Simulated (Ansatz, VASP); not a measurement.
## Two plane-wave programs on WC

File INCAR:

```
SYSTEM = WC
ALGO     = Normal         ! electronic algorithm
EDIFF    = 1E-8           ! SCF threshold, eV
ENCUT    = 520            ! plane-wave cutoff, eV
GGA      = PE             ! functional
ISIF     = 2              ! what is computed and relaxed
ISMEAR   = -1             ! smearing method
LASPH    = .True.         ! aspherical terms in the spheres
LCHARG   = .False.        ! write CHGCAR
LEFG     = .True.       
LREAL    = .False.        ! projectors in reciprocal space
LWAVE    = .False.        ! write WAVECAR
NBANDS   = 16             ! bands
NELM     = 80             ! most SCF steps
PREC     = Accurate       ! precision mode
SIGMA    = 0.05           ! smearing width, eV
```

File KPOINTS:

```
k-points
0
Gamma
  13 13 12
  0 0 0
```

POSCAR

```
WC
1.0
    2.9005014360     -0.0145025072     -0.0145025072
   -1.4628102576      2.5191591809     -0.0053082861
   -0.0141450000     -0.0141450000      2.8290000000
W C
1 1
Direct
    0.0000000000      0.0000000000      0.0000000000
    0.6666666667      0.3333333333      0.5000000000
```

Input for Ansatz:

```yaml
crystal:
  lattice:
    - [2.900501436, -0.0145025072, -0.0145025072]
    - [-1.4628102576, 2.5191591809, -0.0053082861]
    - [-0.014145, -0.014145, 2.829]
  atoms:
    - { symbol: W, position: [0.0, 0.0, 0.0] }
    - { symbol: C, position: [0.6666666667, 0.3333333333, 0.5] }
kpoints:
  mp_grid: { grid: [13, 13, 12] }
scf:
  occupations: { method: fermi_dirac, width: 0.05 }
hamiltonian:
  xc: pbe
  pseudopotentials: { kind: paw }
output:
  forces: true
  stress: true
  eigenvalues: true
  efg: { contact_densities: true }
```

Change from the starting cell: equal xy, yz and zx shear strains of -1 %, PAW files.

Alike in both runs: task electric field gradients; functional PBE; k mesh 13 × 13 × 12; occupations fermi-dirac, width 0.05 eV; no spin polarisation.

|  | VASP | Ansatz |
| --- | --- | --- |
| version | VASP 6.6.1 | Ansatz 0.2.0 |
| potentials or method | VASP PAW PBE potentials, release 64 (W_sv, C) | PAW with Ansatz's default frozen-core files, scalar-relativistic |
| plane-wave cutoff (eV) | 520 | 420 |
| valence electrons in the cell | 18 | 18 |

Ansatz gave:

- pressure (GPa): 8.5
- traceless stress, the component that is largest in VASP (GPa): 3.25
- rms of the force components (eV/Å): 0.039
- size of Vzz on the site where it differs most (V/Å²): 146.1

Problem. What did VASP give for the same quantities?

Solution. Pressure (GPa): 9.7; traceless stress, the component that is largest in VASP (GPa): 3.26; rms of the force components (eV/Å): 0.040; size of Vzz on the site where it differs most (V/Å²): 148.8.

Atom by atom the forces differ by 0.001 eV/Å (rms over components).

Spin-orbit coupling is off throughout.
